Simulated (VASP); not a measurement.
Input of a VASP 6.6.1 run:

The input INCAR:

```
SYSTEM = MoPt
ALGO     = Normal         ! electronic algorithm
EDIFF    = 1E-6           ! SCF threshold, eV
ENCUT    = 570            ! plane-wave cutoff, eV
GGA_COMPAT= .False.      
ISIF     = 2              ! what is computed and relaxed
ISMEAR   = -1             ! smearing method
LASPH    = .True.         ! aspherical terms in the spheres
LCHARG   = .False.        ! write CHGCAR
LREAL    = .False.        ! projectors in reciprocal space
LWAVE    = .False.        ! write WAVECAR
NBANDS   = 40             ! bands
NELM     = 120            ! most SCF steps
PREC     = Accurate       ! precision mode
SIGMA    = 0.05           ! smearing width, eV
```

KPOINTS

```
k-points
0
Gamma
  6 9 5
  0 0 0
```

File POSCAR:

```
MoPt
1.0
    4.4320074905      0.0000000000      0.0000000000
    0.0000000000      2.7005262547      0.0000000000
    0.0000000000      0.0000000000      4.8874168458
Mo Pt
2 2
Direct
    0.2500000000      0.0000000000      0.1649486052
    0.7500000000      0.0000000000      0.8350513948
    0.2500000000      0.5000000000      0.6650037141
    0.7500000000      0.5000000000      0.3349962859
```

Potentials or basis: VASP PAW LDA potentials, release 64 (Mo_sv, Pt_sv_GW).

The run is started by

```bash
$ cat potpaw_LDA.64/Mo_sv/POTCAR potpaw_LDA.64/Pt_sv_GW/POTCAR > POTCAR
$ mpirun -np 1 vasp_std > vasp.out
```

Task: What does it give for the band gap on the k mesh?

Result: Zero (bands 32 and 33 overlap by 2.14 eV).

Task: Estimate the pressure.

Result: 0.6 GPa.

Task: Estimate the largest force.

Result: 0.006 eV/Å.

Forces on the atoms (eV/Å):
```
Mo   0.000  0.000  0.000
Mo   0.000  0.000  0.000
Pt   0.000  0.000 -0.006
Pt   0.000  0.000  0.006
```

Caveat: spin-orbit coupling is left out, which moves the levels of the heavy elements.
